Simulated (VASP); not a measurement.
Runs of VASP 6.6.1 on Mg. The structure is that of space group Cmcm (No. 63), or close to it. The cells are those of the table. 

```csv
cell,further INCAR settings,gap on the mesh (eV),pressure (GPa),largest force (eV/Å)
"a = 2.848, b = 3.123, c = 5.210 Å, angles 90.0, 90.0, 117.1°, 2 atoms",ALGO = Fast; EDIFF = 1e-07; NBANDS = 9,none,4.7,(b)
"a = 3.570, b = 3.303, c = 5.210 Å, angles 90.0, 90.0, 122.7°, 2 atoms",ALGO = Fast; EDIFF = 1e-07; NBANDS = 9,none,-3.7,0.07
"a = 3.630, b = 3.320, c = 5.210 Å, angles 90.0, 90.0, 123.1°, 2 atoms",ALGO = Fast; EDIFF = 1e-06; NBANDS = 9,none,-4.0,0.09
"a = 2.728, b = 3.096, c = 5.210 Å, angles 90.0, 90.0, 116.1°, 2 atoms",ALGO = Fast; EDIFF = 1e-06; NBANDS = 9,none,7.9,0.15
"a = 2.969, b = 3.151, c = 5.210 Å, angles 90.0, 90.0, 118.1°, 2 atoms",ALGO = Fast; EDIFF = 1e-06; NBANDS = 9,none,2.2,0.06
"a = 3.691, b = 3.336, c = 5.210 Å, angles 90.0, 90.0, 123.6°, 2 atoms",ALGO = Fast; EDIFF = 1e-07; NBANDS = 9,none,-4.2,(a)
"a = 3.450, b = 3.271, c = 5.210 Å, angles 90.0, 90.0, 121.8°, 2 atoms",ALGO = Fast; EDIFF = 1e-06; NBANDS = 9,none,-3.1,0.05
```

Alike in all rows: task single point; level PBEsol; potentials or basis VASP PAW PBE potentials, release 64 (Mg); no spin polarisation; k mesh 18 × 18 × 10; cutoff (eV) 520; smearing gaussian 0.15 eV.

Fill in the values left out.

(a) 0.10; (b) 0.11.

Caveats: the PAW data sets were made with another functional, which shifts forces and pressure a little.

A gap of «none» marks levels without a gap at the run's occupations.
